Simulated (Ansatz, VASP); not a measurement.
## Sb: VASP beside Ansatz

```
Sb
1.0
     2.15420    1.24373    3.75800
    -2.15420    1.24373    3.75800
     0.00000   -2.48746    3.75800
Sb
2
Direct
  0.76651 0.76651 0.76651
  0.23349 0.23349 0.23349
```

Alike in both runs: functional BLYP; k mesh 8 × 8 × 8; occupations fermi-dirac, width 0.05 eV; no spin polarisation.

|  | VASP | Ansatz |
| --- | --- | --- |
| version | VASP 6.6.1 | Ansatz 0.2.0 |
| potentials or method | VASP PAW PBE potentials, release 64 (Sb) | Ansatz PAW |
| plane-wave cutoff (eV) | 520 | 420 |
| valence electrons in the cell | 10 | 30 |
| task | single point | band structure |

Ansatz gave:

| Property | Result |
| --- | --- |
| gap on the k mesh at the Fermi level (eV) | none |
| pressure (GPa) | 6.8 |
| traceless stress, the component that is largest in VASP (GPa) | -0.27 |
| rms of the force components (eV/Å) | 0.076 |

**Question.** Estimate VASP's values.

**Answer.** gap on the k mesh at the Fermi level (eV): none; pressure (GPa): 7.2; traceless stress, the component that is largest in VASP (GPa): -0.37; rms of the force components (eV/Å): 0.119.

VASP's potentials were made for PBE, not for BLYP. Atom by atom the forces differ by 0.042 eV/Å (rms over components). A gap of «none» marks a metal or a gap that the smearing closes. With one functional, cell and mesh, what is left measures potentials, basis and numerics. VASP's potentials hold 10 valence electrons a cell and Ansatz's 30, so a difference there can come from the potentials and not from the codes.

Spin-orbit coupling is off throughout.
